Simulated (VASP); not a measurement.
# Ga2O5 (cubic X2O5 type) (Pn-3m) in VASP: notebook

The runs below take Ga2O5 (cubic X2O5 type) through single point, with PBE.

Program: VASP 6.6.1. These are calculated values, not measurements. Logs are shortened: lines on timing, memory, paths and dates and some standing lists are left out, and cuts for length are marked.

### Step 1. The cell of the first run

The structure is cubic, space group Pn-3m (No. 224). Conventional cell: a = 5.104 Å, b = 5.104 Å, c = 5.104 Å, α = 90.00°, β = 90.00°, γ = 90.00°. Ga (site symmetry -3m) has 12 O at 2.21 to 2.55 Å within 2.9 Å. O (site symmetry -3m) has 6 O at 2.21 Å and 6 Ga at 2.55 Å within 2.9 Å. Within 2.9 Å of O (site symmetry -42m) lie 4 Ga at 2.21 Å and 8 O at 2.21 to 2.55 Å.

### Step 2. Single point, PBE

The input, INCAR:

```
PREC     = Accurate       # precision mode
ENCUT    = 520            # plane-wave cutoff, eV
EDIFF    = 1E-6           # SCF threshold, eV
ISMEAR   = -1             # smearing method
SIGMA    = 0.06122561905347299 # smearing width, eV
LREAL    = False          # projectors in reciprocal space
LASPH    = True           # aspherical terms in the spheres
NELM     = 80             # most SCF steps
ALGO     = Normal         # electronic algorithm
ISIF     = 2              # what is computed and relaxed
LWAVE    = False          # write WAVECAR
LCHARG   = True           # write CHGCAR
GGA      = PE             # functional
LELF     = True           # ELF
LVHAR    = True         
NBANDS   = 69             # bands
```

The input, KPOINTS:

```
regular mesh
0
Gamma
  11 11 11
```

The input, POSCAR:

```
Ga2O5
1.0
    5.1040085156      0.0000000000      0.0000000000
    0.0000000000      5.1040085156      0.0000000000
    0.0000000000      0.0000000000      5.1040085156
Ga O
4 10
Direct
    0.0000000000      0.0000000000      0.0000000000
    0.5000000000      0.5000000000      0.0000000000
    0.5000000000      0.0000000000      0.5000000000
    0.0000000000      0.5000000000      0.5000000000
    0.5000000000      0.0000000000      0.0000000000
    0.0000000000      0.5000000000      0.0000000000
    0.0000000000      0.0000000000      0.5000000000
    0.5000000000      0.5000000000      0.5000000000
    0.7500000000      0.7500000000      0.2500000000
    0.7500000000      0.2500000000      0.7500000000
    0.2500000000      0.7500000000      0.7500000000
    0.7500000000      0.2500000000      0.2500000000
    0.2500000000      0.7500000000      0.2500000000
    0.2500000000      0.2500000000      0.7500000000
```

Potentials or basis: VASP PAW PBE potentials, release 64 (Ga_d, O).

Started as:

```bash
$ cat potpaw_PBE.64/Ga_d/POTCAR potpaw_PBE.64/O/POTCAR > POTCAR
$ mpirun -np 1 vasp_std > vasp.out
```

OUTCAR:

```text
PREC = Accurate
   ENCUT = 520
   EDIFF = 1E-6
   ISMEAR = -1
   LREAL = False
   LASPH = True
   NELM = 80
   ISIF = 2
   GGA = PE

 ion  position               nearest neighbor table
   1  0.000  0.000  0.000-   9 2.21  10 2.21  11 2.21  12 2.21  13 2.21  14 2.21
   2  0.500  0.500  0.000-   9 2.21  10 2.21  11 2.21  12 2.21  13 2.21  14 2.21
   3  0.500  0.000  0.500-   9 2.21  10 2.21  11 2.21  12 2.21  13 2.21  14 2.21
   4  0.000  0.500  0.500-   9 2.21  10 2.21  11 2.21  12 2.21  13 2.21  14 2.21
   5  0.500  0.000  0.000-
   6  0.000  0.500  0.000-
   7  0.000  0.000  0.500-
   8  0.500  0.500  0.500-
   9  0.750  0.750  0.250-   1 2.21   2 2.21   3 2.21   4 2.21
  10  0.750  0.250  0.750-   1 2.21   2 2.21   3 2.21   4 2.21
  11  0.250  0.750  0.750-   1 2.21   2 2.21   3 2.21   4 2.21
  12  0.750  0.250  0.250-   1 2.21   2 2.21   3 2.21   4 2.21
  13  0.250  0.750  0.250-   1 2.21   2 2.21   3 2.21   4 2.21
  14  0.250  0.250  0.750-   1 2.21   2 2.21   3 2.21   4 2.21

  LATTYP: Found a simple cubic cell.
 ALAT       =     5.1040085156

  Lattice vectors:

 A1 = (   5.1040085156,   0.0000000000,   0.0000000000)
 A2 = (   0.0000000000,   5.1040085156,   0.0000000000)
 A3 = (   0.0000000000,   0.0000000000,   5.1040085156)

Analysis of symmetry for initial positions (statically):
=====================================================================
 Subroutine PRICEL returns:
 Original cell was already a primitive cell.

 Routine SETGRP: Setting up the symmetry group for a
 simple cubic supercell.

 Subroutine GETGRP returns: Found 48 space group operations
 (whereof 12 operations were pure point group operations)
 out of a pool of 48 trial point group operations.

The static configuration has the point symmetry D_3d.
 The point group associated with its full space group is O_h .

Analysis of symmetry for dynamics (positions and initial velocities):
=====================================================================
 Subroutine PRICEL returns:
 Original cell was already a primitive cell.

 Routine SETGRP: Setting up the symmetry group for a
 simple cubic supercell.

 Subroutine GETGRP returns: Found 48 space group operations
 (whereof 12 operations were pure point group operations)
 out of a pool of 48 trial point group operations.

The dynamic configuration has the point symmetry D_3d.
 The point group associated with its full space group is O_h .

 Subroutine INISYM returns: Found 48 space group operations
 (whereof 12 operations are pure point group operations),
 and found     1 'primitive' translations

----------------------------------------------------------------------------------------

                                     Primitive cell

  volume of cell :     132.9640

  direct lattice vectors                    reciprocal lattice vectors
     5.104008516  0.000000000  0.000000000     0.195924438  0.000000000  0.000000000
     0.000000000  5.104008516  0.000000000     0.000000000  0.195924438  0.000000000
     0.000000000  0.000000000  5.104008516     0.000000000  0.000000000  0.195924438

  length of vectors
     5.104008516  5.104008516  5.104008516     0.195924438  0.195924438  0.195924438

  position of ions in fractional coordinates (direct lattice)
     0.000000000  0.000000000  0.000000000
     0.500000000  0.500000000  0.000000000
     0.500000000  0.000000000  0.500000000
     0.000000000  0.500000000  0.500000000
     0.500000000  0.000000000  0.000000000
     0.000000000  0.500000000  0.000000000
     0.000000000  0.000000000  0.500000000
     0.500000000  0.500000000  0.500000000
     0.750000000  0.750000000  0.250000000
     0.750000000  0.250000000  0.750000000
     0.250000000  0.750000000  0.750000000
     0.750000000  0.250000000  0.250000000
     0.250000000  0.750000000  0.250000000
     0.250000000  0.250000000  0.750000000

  ion indices of the primitive-cell ions
   primitive index   ion index
                 1           1
                 2           2
                 3           3
                 4           4
                 5           5
                 6           6
                 7           7
                 8           8
                 9           9
                10          10
                11          11
                12          12
                13          13
                14          14

----------------------------------------------------------------------------------------

 KPOINTS: regular mesh

Automatic generation of k-mesh.
 Grid dimensions read from file:
 generate k-points for:   11   11   11

 Generating k-lattice:

  Cartesian coordinates                     Fractional coordinates (reciprocal lattice)
     0.017811313  0.000000000  0.000000000     0.090909091  0.000000000  0.000000000
     0.000000000  0.017811313  0.000000000     0.000000000  0.090909091  0.000000000
     0.000000000  0.000000000  0.017811313     0.000000000  0.000000000  0.090909091

  Length of vectors
     0.017811313  0.017811313  0.017811313

  Shift w.r.t. Gamma in fractional coordinates (k-lattice)
     0.000000000  0.000000000  0.000000000

 Subroutine IBZKPT returns following result:
 ===========================================

 Found     56 irreducible k-points:

 Following reciprocal coordinates:
            Coordinates               Weight
  0.000000  0.000000  0.000000      1.000000
  0.090909  0.000000  0.000000      6.000000
  0.181818  0.000000  0.000000      6.000000
  0.272727  0.000000  0.000000      6.000000
  0.363636  0.000000  0.000000      6.000000
  0.454545  0.000000  0.000000      6.000000
[... 16 lines left out ...]
  0.181818  0.090909  0.090909     24.000000
  0.272727  0.090909  0.090909     24.000000
 [... further k-points ...]
   k-points           NKPTS =     56   k-points in BZ     NKDIM =     56   number of bands    NBANDS=     69
   number of dos      NEDOS =    301   number of ions     NIONS =     14
   total plane-waves  NPLWV =  64000
   dimension x,y,z NGX =    40 NGY =   40 NGZ =   40
   dimension x,y,z NGXF=    80 NGYF=   80 NGZF=   80
   ions per type =               4  10
   NGX,Y,Z   is equivalent  to a cutoff of  13.03, 13.03, 13.03 a.u.
   NGXF,Y,Z  is equivalent  to a cutoff of  26.06, 26.06, 26.06 a.u.
 SYSTEM =  unknown system
   PREC   = accura    normal or accurate (medium, high low for compatibility)
   ISTART =      0    job   : 0-new  1-cont  2-samecut
   ICHARG =      2    charge: 1-file 2-atom 10-const
   ISPIN  =      1    spin polarized calculation?
   LNONCOLLINEAR =      F non collinear calculations
   LSORBIT =      F    spin-orbit coupling
   LASPH  =      T    aspherical Exc in radial PAW
   ENCUT  =  520.0 eV  38.22 Ry    6.18 a.u.   9.49  9.49  9.49*2*pi/ulx,y,z
   NELM   =     80;   NELMIN=  2; NELMDL= -5     # of ELM steps
   EDIFF  = 0.1E-05   stopping-criterion for ELM
   LREAL  =      F    real-space projection
   EDIFFG = 0.1E-04   stopping-criterion for IOM
   NSW    =      0    number of steps for IOM
   IBRION =     -1    ionic relax: 0-MD 1-quasi-New 2-CG
   NFREE  =      0    steps in history (QN), initial steepest desc. (CG)
   ISIF   =      2    stress and relaxation
   ISYM   =      2    0-nonsym 1-usesym 2-fastsym
   POTIM  = 0.5000    time-step for ionic-motion
   TEBEG  =    0.0;   TEEND  =   0.0 temperature during run
   PSTRESS=    0.0 pullay stress
   NELECT =     112.0000    total number of electrons
   NUPDOWN=      -1.0000    fix difference up-down
   EMIN   =  10.00;   EMAX   =-10.00  energy-range for DOS
   EFERMI =   0.00;   METHOD = LEGACY
   ISMEAR =    -1;   SIGMA  =   0.06  broadening in eV -4-tet -1-fermi 0-gaus
   EFERMI_NEDOS =   21; number of points for ismear=-14 and -15
   IALGO  =     38    algorithm
   IMIX   =      4    mixing-type and parameters
     AMIX     =   0.40;   BMIX     =  1.00
     AMIX_MAG =   1.60;   BMIX_MAG =  1.00
  volume/ion in A,a.u.               =       9.50        64.09
  Fermi-wavevector in a.u.,A,eV,Ry     =   1.546095  2.921695 32.523490  2.390409
  Thomas-Fermi vector in A             =   2.651380
   LORBIT       =      0    0 simple, 1 ext, 2 COOP (PROOUT), +10 PAW based schemes
   GGA     = PE    functional components
[... 5 lines left out ...]
 non-spin polarized calculation
  energy-cutoff  :      520.00
  volume of cell :      132.96
 maximum number of plane-waves:      3695
 NGX is ok and might be reduce to    40
   NGX = 19   NGY = 19   NGZ = 19

 number of electron     112.0000112 magnetization

 Free energy of the ion-electron system (eV)
  ---------------------------------------------------
  ext. energy  EPLUGINS =         0.00000000
  ---------------------------------------------------
  free energy    TOTEN  =       -56.82664071 eV

  energy without entropy =      -56.61830963  energy(sigma->0) =      -56.72247517

 E-fermi :   4.9601     XC(G=0): -12.1343

 val. band max:        4.9595580691   @ k =   0.1818   0.0909   0.0909
 cond. band min:       4.9627487088   @ k =   0.3636   0.3636   0.3636
 fundamental gap:      0.0031906398
 Fermi energy:         4.9600918382

 k-point     1 :       0.0000    0.0000    0.0000
  band No.  band energies     occupation
      1     -15.5513      2.00000
      2     -13.3749      2.00000
      3     -13.3749      2.00000
      4     -12.5931      2.00000
      5     -12.5931      2.00000
      6     -12.5236      2.00000
[... 60 lines left out ...]
     67      13.6597      0.00000
     68      13.6597      0.00000

 k-point     2 :       0.0909    0.0000    0.0000
  band No.  band energies     occupation
      1     -15.5244      2.00000
      2     -13.4955      2.00000
      3     -13.3599      2.00000
      4     -12.6095      2.00000
      5     -12.5848      2.00000
      6     -12.5193      2.00000
[... 60 lines left out ...]
     67      13.6252      0.00000
     68      13.6252      0.00000

 k-point     3 :       0.1818    0.0000    0.0000
  band No.  band energies     occupation
      1     -15.4444      2.00000
      2     -13.7576      2.00000
      3     -13.3163      2.00000
      4     -12.6583      2.00000
      5     -12.5614      2.00000
      6     -12.5085      2.00000
[... 1480 lines left out ...]
     67      13.2859      0.00000
     68      13.3510      0.00000

 k-point    24 :       0.2727    0.0909    0.0909
  band No.  band energies     occupation
      1     -15.2627      2.00000
      2     -14.0394      2.00000
      3     -13.3982      2.00000
      4     -12.7843      2.00000
      5     -12.6686      2.00000
      6     -12.5267      2.00000
[... 60 lines left out ...]
     67      13.1615      0.00000
     68      13.2161      0.00000

 [... further k-points ...]

 [bands above 68 left out]

------------------------ aborting loop because EDIFF is reached ----------------------------------------

  FORCE on cell =-STRESS in cart. coord.  units (eV):
  Direction    XX          YY          ZZ          XY          YZ          ZX
  --------------------------------------------------------------------------------------
  -------------------------------------------------------------------------------------
  Total        2.8118860      2.8118860      2.8118860      0.0000000     -0.0000000     -0.0000000
  in kB       33.8823970     33.8823970     33.8823970      0.0000000     -0.0000000     -0.0000000
  external PRESSURE =      33.8823970 kB  Pullay stress =       0.0000000 kB

 VOLUME and BASIS-vectors are now :
 -----------------------------------------------------------------------------
  energy-cutoff  :      520.00
  volume of cell :      132.96
      direct lattice vectors                 reciprocal lattice vectors
     5.104008516  0.000000000  0.000000000     0.195924438  0.000000000  0.000000000
     0.000000000  5.104008516  0.000000000     0.000000000  0.195924438  0.000000000
     0.000000000  0.000000000  5.104008516     0.000000000  0.000000000  0.195924438

 POSITION                                       TOTAL-FORCE (eV/Angst)
 -----------------------------------------------------------------------------------
      0.00000      0.00000      0.00000         0.000000      0.000000      0.000000
      2.55200      2.55200      0.00000         0.000000      0.000000      0.000000
      2.55200      0.00000      2.55200         0.000000      0.000000      0.000000
      0.00000      2.55200      2.55200         0.000000      0.000000      0.000000
      2.55200      0.00000      0.00000         0.000000      0.000000      0.000000
      0.00000      2.55200      0.00000         0.000000      0.000000      0.000000
      0.00000      0.00000      2.55200         0.000000      0.000000      0.000000
      2.55200      2.55200      2.55200         0.000000      0.000000      0.000000
      3.82801      3.82801      1.27600        -0.000000      0.000000     -0.000000
      3.82801      1.27600      3.82801        -0.000000     -0.000000      0.000000
      1.27600      3.82801      3.82801        -0.000000     -0.000000     -0.000000
      3.82801      1.27600      1.27600        -0.000000      0.000000      0.000000
      1.27600      3.82801      1.27600         0.000000      0.000000     -0.000000
      1.27600      1.27600      3.82801        -0.000000     -0.000000      0.000000
 -----------------------------------------------------------------------------------
    total drift:                               -0.000000      0.000000     -0.000000

  FREE ENERGIE OF THE ION-ELECTRON SYSTEM (eV)
  ---------------------------------------------------
  free  energy   TOTEN  =       -56.8266407054 eV

  energy  without entropy=      -56.6183096279  energy(sigma->0) =      -56.72247517
```

It took 16 min on 1 thread of Intel Xeon Platinum 8375C at 2.90GHz (Ice Lake), shared host; peak memory 0.47 GiB.

Results:

* Free energy: -56.8266 eV
* Pressure: 3.4 GPa
* Band gap on the k mesh: zero (bands 56 and 57 overlap by 0.43 eV)

Caveat: the cell stands under pressure.

### Step 3. Single point, PBE

This run uses another cell than the first one, of 9.89 Å³/atom.

The input, INCAR:

```
SYSTEM = Ga2O5
ALGO     = Normal         ! electronic algorithm
EDIFF    = 1E-6           ! SCF threshold, eV
ENCUT    = 520            ! plane-wave cutoff, eV
GGA      = PE             ! functional
ISIF     = 2              ! what is computed and relaxed
ISMEAR   = -1             ! smearing method
LASPH    = .TRUE.         ! aspherical terms in the spheres
LCHARG   = .TRUE.         ! write CHGCAR
LELF     = .TRUE.         ! ELF
LREAL    = .FALSE.        ! projectors in reciprocal space
LVHAR    = .TRUE.       
LWAVE    = .FALSE.        ! write WAVECAR
NBANDS   = 69             ! bands
NELM     = 80             ! most SCF steps
PREC     = Accurate       ! precision mode
SIGMA    = 0.06122561905347299 ! smearing width, eV
```

The input, KPOINTS:

```
k-points
0
G
  11 11 11
  0 0 0
```

POSCAR, as its differences from that of step 2:

```diff
@@ -2,5 +2,5 @@
 1.0
-    5.1040085156      0.0000000000      0.0000000000
-    0.0000000000      5.1040085156      0.0000000000
-    0.0000000000      0.0000000000      5.1040085156
+    5.1725268731      0.0000000000      0.0000000000
+    0.0000000000      5.1725268731      0.0000000000
+    0.0000000000      0.0000000000      5.1725268731
 Ga O
```

Potentials or basis: VASP PAW PBE potentials, release 64 (Ga_d, O).

Started as:

```bash
$ cat potpaw_PBE.64/Ga_d/POTCAR potpaw_PBE.64/O/POTCAR > POTCAR
$ mpirun -np 1 vasp_std > vasp.out
```

Wall time 14 min (1 thread of Intel Xeon 8259CL, shared host); peak memory 0.49 GiB.

The run converged. Its results:

| Property | Result |
| --- | --- |
| Free energy | -56.8461 eV |
| Pressure | -2.6 GPa |
| Band gap on the k mesh | zero (bands 56 and 57 overlap by 0.41 eV) |

Levels at points of the mesh, in eV from the Fermi level:
```
           k point  band 53  band 54  band 55  band 56  band 57  band 58  band 59  band 60
(0.00, 0.00, 0.00)    -0.73    -0.73    -0.73     0.18     0.18     0.18     0.41     0.41
```

### Step 4. Single point, PBE

This run uses another cell than the first one, of 10.08 Å³/atom.

The input, INCAR:

```
SYSTEM = Ga2O5
ALGO     = Normal         ! electronic algorithm
EDIFF    = 1E-6           ! SCF threshold, eV
ENCUT    = 520            ! plane-wave cutoff, eV
GGA      = PE             ! functional
ISIF     = 2              ! what is computed and relaxed
ISMEAR   = -1             ! smearing method
LASPH    = .True.         ! aspherical terms in the spheres
LCHARG   = .False.        ! write CHGCAR
LREAL    = .False.        ! projectors in reciprocal space
LWAVE    = .False.        ! write WAVECAR
NBANDS   = 69             ! bands
NELM     = 80             ! most SCF steps
PREC     = Accurate       ! precision mode
SIGMA    = 0.06122561905347299 ! smearing width, eV
```

The input, KPOINTS:

```
k-points
0
Gamma
  11 11 11
  0 0 0
```

POSCAR, as its differences from that of step 3:

```diff
@@ -2,5 +2,5 @@
 1.0
-    5.1725268731      0.0000000000      0.0000000000
-    0.0000000000      5.1725268731      0.0000000000
-    0.0000000000      0.0000000000      5.1725268731
+    5.2061156511      0.0000000000      0.0000000000
+    0.0000000000      5.2061156511      0.0000000000
+    0.0000000000      0.0000000000      5.2061156511
 Ga O
```

Started as:

```bash
$ cat potpaw_PBE.64/Ga_d/POTCAR potpaw_PBE.64/O/POTCAR > POTCAR
$ mpirun -np 1 vasp_std > vasp.out
```

Wall time 6.9 min (1 thread of Intel Xeon Platinum 8488C (Sapphire Rapids), shared host); peak memory 0.48 GiB.

The run converged. Its results:

| Quantity | Value |
| --- | --- |
| Free energy | -56.7846 eV |
| Pressure | -5.2 GPa |
| Band gap on the k mesh | zero (bands 56 and 57 overlap by 0.40 eV) |

Levels at points of the mesh, in eV from the Fermi level:
```
           k point  band 54  band 55  band 56  band 57  band 58  band 59
(0.00, 0.00, 0.00)    -0.71    -0.71     0.18     0.18     0.18     0.40
```

Caveat: the cell stands under tension.

### Step 5. The runs side by side

```csv
cell,gap on the mesh (eV),pressure (GPa)
"a = 5.104 Å, 14 atoms",none,3.4
"a = 5.173 Å, 14 atoms",none,-2.6
"a = 5.206 Å, 14 atoms",none,-5.2
```

Alike in all rows: task single point; level PBE; potentials or basis VASP PAW PBE potentials, release 64 (Ga_d, O); no spin polarisation; k mesh 11 × 11 × 11; cutoff (eV) 520; smearing fermi-dirac 0.0612256 eV.

Caveats: the cell stands under pressure (at least some runs); the cell stands under tension (at least some runs).

Absolute energies hang on the potentials; compare differences alone.
